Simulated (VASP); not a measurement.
Si, 2 atoms in the cell. Symmetry: Fd-3m, No. 227, cubic system. Conventional cell: a = 5.444 Å, b = 5.444 Å, c = 5.444 Å, α = 90.00°, β = 90.00°, γ = 90.00°. Si (site symmetry -43m) has 4 Si at 2.36 Å within 3.1 Å. 

| Item | Value |
| --- | --- |
| Program | VASP 6.6.1 |
| Task | relaxation of cell and atoms |
| Functional | revPBE |
| Dispersion | D3(BJ) |
| Potentials or basis | VASP PAW PBE potentials, release 64 (Si) |
| Cutoff | 600 eV |
| k mesh | 8 × 8 × 8 |
| Occupations | fermi-dirac, width 0.05 eV |
| Spin | no spin polarisation |
| Dipole correction | no |
| Further INCAR settings | ALGO = Normal; EDIFF = 1e-07; IBRION = 2; EDIFFG = -0.005; NSW = 80; ISIF = 3 |

Potentials or basis: VASP PAW PBE potentials, release 64 (Si).

Run with:

```console
$ cat potpaw_PBE.64/Si/POTCAR > POTCAR
$ mpirun -np 1 vasp_std > vasp.out
```

Hardware: 1 thread of AMD EPYC 9R45 96-Core Processor (Zen 5) (shared host).

**Question.** How long does it take, and how much memory?

**Answer.** Wall time 15 s on 1 thread of AMD EPYC 9R45 96-Core Processor (Zen 5), on a shared host, peak memory 0.15 GiB. Counts: scf iterations 31, k points 29, ion steps 3.
